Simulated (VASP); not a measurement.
Input of a VASP 6.6.1 run:

Contents of INCAR:

```
SYSTEM = LaRe
ALGO = Fast ; EDIFF = 1E-6
ENCUT = 520 ; GGA = PE
ISIF = 2 ; ISMEAR = 0
LASPH = .TRUE. ; LCHARG = .FALSE.
LREAL = .FALSE. ; LWAVE = .FALSE.
NBANDS = 16 ; NELM = 80
PREC = Accurate ; SIGMA = 0.05
```

File KPOINTS:

```
k-points
0
G
  10 10 10
  0 0 0
```

Contents of POSCAR:

```
LaRe
1.0
    3.6215092507     -0.0126895184     -0.0186633304
   -0.0126895184      3.5748327681     -0.0454282954
   -0.0186633304     -0.0454282954      3.5940456516
La Re
1 1
Direct
    0.0048242392     -0.0030609602     -0.0031943765
    0.4951757608      0.5030609602      0.5031943765
```

Potentials or basis: VASP PAW PBE potentials, release 64 (La, Re).

The run is started by

```bash
$ cat potpaw_PBE.64/La/POTCAR potpaw_PBE.64/Re/POTCAR > POTCAR
$ mpirun -np 1 vasp_std > vasp.out
```

**Question.** Predict the pressure.

**Answer.** -0.9 GPa.

**Question.** What does it give for the band gap on the k mesh?

**Answer.** Zero (bands 9 and 10 overlap by 2.00 eV).

**Question.** Predict the largest force.

**Answer.** 0.159 eV/Å.

Stress tensor (GPa, compression positive):
```
-1.23 -0.06 -0.15
-0.06 -0.66 -0.27
-0.15 -0.27 -0.83
```

Caveat: the cell differs from its parent crystal (atoms moved at random and the cell strained at random); spin-orbit coupling is left out, which moves the levels of the heavy elements.
